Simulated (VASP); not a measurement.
NiO: electric field gradients with LDA

NiO:

```
Ni O
1.0
     0.02091    2.10177    2.10177
     2.10177    0.02091    2.10177
     2.10177    2.10177    0.02091
Ni O
1 1
Cartesian
  0.0000 0.0000 0.0000
  2.1122 2.1122 2.1122
```

This cell differs from its parent crystal: equal xy, yz and zx shear strains of +1 %.

```json
{
 "Program": "VASP 6.6.1",
 "Task": "electric field gradients",
 "Functional": "LDA",
 "Potentials or basis": "VASP PAW LDA potentials, release 64 (Ni, O)",
 "Cutoff": "520 eV",
 "k mesh": "17 × 17 × 17",
 "Occupations": "fermi-dirac, width 0.03 eV",
 "Spin": "collinear spin, ferromagnetic start",
 "Starting moments": "[1.5, 0.0] μB",
 "Dipole correction": "no",
 "Further INCAR settings": "ALGO = Normal; EDIFF = 1e-08; NBANDS = 19"
}
```

The pressure is -21.0 GPa, the band gap on the k mesh is zero (filled and empty bands overlap) and the net moment is 0.00 μB per cell. The largest electric field gradient by atom is Ni +2.2; O +3.7 V/Å². The valence electrons inside the program's atomic spheres are Ni 9.07; O 4.89.

Stress tensor (GPa, compression positive):
```
-21.02  -0.47  -0.47
 -0.47 -21.02  -0.47
 -0.47  -0.47 -21.02
```

Levels at points of the mesh, in eV from the Fermi level:
Spin up:
| k point | band 4 | band 5 | band 6 | band 7 | band 8 | band 9 | band 10 | band 11 | band 12 | band 13 |
| --- | --- | --- | --- | --- | --- | --- | --- | --- | --- | --- |
| (0.00, 0.00, 0.00) | -3.00 | -1.81 | -1.74 | -1.74 | -1.58 | -1.58 | 1.70 | 17.77 | 18.76 | 19.17 |
Spin down:
```
           k point  band 6  band 7  band 8  band 9  band 10  band 11
(0.00, 0.00, 0.00)   -1.74   -1.74   -1.58   -1.58     1.70    17.77
```

Electric field gradients, principal values (V/Å²):
```csv
atom,least,middle,greatest (by size)
1 Ni,-1.111,-1.111,2.221
2 O,-1.838,-1.838,3.676
```

Wall time 8.3 min on 1 thread of Intel Xeon 8259CL (shared host), peak memory 0.36 GiB.

Caveat: the cell differs from its parent crystal (equal xy, yz and zx shear strains of +1 %); the cell stands under tension; the moments typed at the start vanished in this run; without QUAD_EFG the Cq values of the log hold for a quadrupole moment of 1 mb, not for the nuclei; semilocal functionals often make such compounds metallic where correlation or magnetic order opens a gap, which also shifts bond lengths.
